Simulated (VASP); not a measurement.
Input of a VASP 6.6.1 run:

INCAR

```
ALGO = Normal ; EDIFF = 1E-6
ENCUT = 520 ; GGA = PS
ISIF = 2 ; ISMEAR = -1
LASPH = T ; LCHARG = F
LREAL = F ; LWAVE = F
NBANDS = 28 ; NELM = 80
PREC = Accurate ; SIGMA = 0.1
```

File KPOINTS:

```
k-points
0
Gamma
  10 10 3
```

Contents of POSCAR:

```
Ca
1.0
    3.6878847178      0.0000000000      0.0000000000
   -1.8439423589      3.1938018519      0.0000000000
    0.0000000000      0.0000000000     12.1696865502
Ca
4
Direct
    0.0000000000      0.0000000000      0.0000000000
    0.0000000000      0.0000000000      0.5000000000
    0.3333333333      0.6666666667      0.2500000000
    0.6666666667      0.3333333333      0.7500000000
```

Potentials or basis: VASP PAW PBE potentials, release 64 (Ca_sv).

The run is started by

```bash
$ cat potpaw_PBE.64/Ca_sv/POTCAR > POTCAR
$ mpirun -np 1 vasp_std > vasp.out
```

Question: Estimate the band gap on the k mesh.

Answer: Zero (bands 20 and 21 overlap by 0.21 eV).

Question: Estimate the pressure.

Answer: 2.8 GPa.

Caveat: the PAW data sets were made with another functional, which shifts forces and pressure a little.
